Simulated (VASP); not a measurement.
Write the native input for VASP 6.6.1 that does the following.

- Task: single point
- Functional: r2SCAN
- Potentials or basis: VASP PAW PBE potentials, release 64 (Ba_sv, Ti_sv, O)
- Cutoff: 520 eV
- k mesh: 8 × 8 × 8
- Occupations: gaussian, width 0.02 eV
- Spin: no spin polarisation
- Dipole correction: no
- Further INCAR settings: ALGO = Normal; EDIFF = 1e-06; NBANDS = 28

Crystal: BaTiO3.

```
CELL_PARAMETERS angstrom
3.95536 0.00000 0.00000
0.00000 3.95536 0.00000
0.00000 0.00000 4.02351
ATOMIC_POSITIONS crystal
Ba 0.00000 0.00000 0.00035
Ti 0.50000 0.50000 0.48502
O 0.50000 0.50000 0.02610
O 0.50000 0.00000 0.51576
O 0.00000 0.50000 0.51576
```

The input as run:

POSCAR

```
BaTiO3
1.0
    3.9553583032      0.0000000000      0.0000000000
    0.0000000000      3.9553583032      0.0000000000
    0.0000000000      0.0000000000      4.0235062943
Ba Ti O
1 1 3
Direct
    0.0000000000      0.0000000000      0.0003528943
    0.5000000000      0.5000000000      0.4850182190
    0.5000000000      0.5000000000      0.0261017469
    0.5000000000      0.0000000000      0.5157635699
    0.0000000000      0.5000000000      0.5157635699
```

INCAR.step1

```
SYSTEM = BaTiO3
  ALGO = Normal
  EDIFF = 1E-4
  ENCUT = 520
  GGA = PE
  ISMEAR = 0
  LASPH = .True.
  LCHARG = .False.
  LREAL = .False.
  LWAVE = .True.
  NBANDS = 28
  NELM = 60
  PREC = Accurate
  SIGMA = 0.02
```

INCAR.step2

```
SYSTEM = BaTiO3
  ALGO = Normal
  EDIFF = 1E-6
  ENCUT = 520
  ISIF = 2
  ISMEAR = 0
  ISTART = 1
  LASPH = .True.
  LCHARG = .False.
  LMIXTAU = .True.
  LREAL = .False.
  LWAVE = .False.
  METAGGA = R2SCAN
  NBANDS = 28
  NELM = 60
  PREC = Accurate
  SIGMA = 0.02
```

KPOINTS

```
k-points
0
Gamma
  8 8 8
  0 0 0
```

Potentials or basis: VASP PAW PBE potentials, release 64 (Ba_sv, Ti_sv, O).

The run is started by

```bash
$ cat potpaw_PBE.64/Ba_sv/POTCAR potpaw_PBE.64/Ti_sv/POTCAR potpaw_PBE.64/O/POTCAR > POTCAR
$ cp INCAR.step1 INCAR
$ mpirun -np 1 vasp_std > vasp.out
$ cp INCAR.step2 INCAR
$ mpirun -np 1 vasp_std > vasp.out
```

It gave:

The pressure is 6.1 GPa, the largest force is 0.136 eV/Å and the band gap on the k mesh is 2.24 eV (least direct gap 2.61 eV).

Caveat: the cell stands under pressure; the PAW data sets were made with another functional, which shifts forces and pressure a little; spin-orbit coupling is left out, which moves the levels of the heavy elements.

Run time: 3.6 min on 1 thread of Intel(R) Xeon(R) 6975P-C (Granite Rapids) (shared host), peak memory 0.26 GiB.
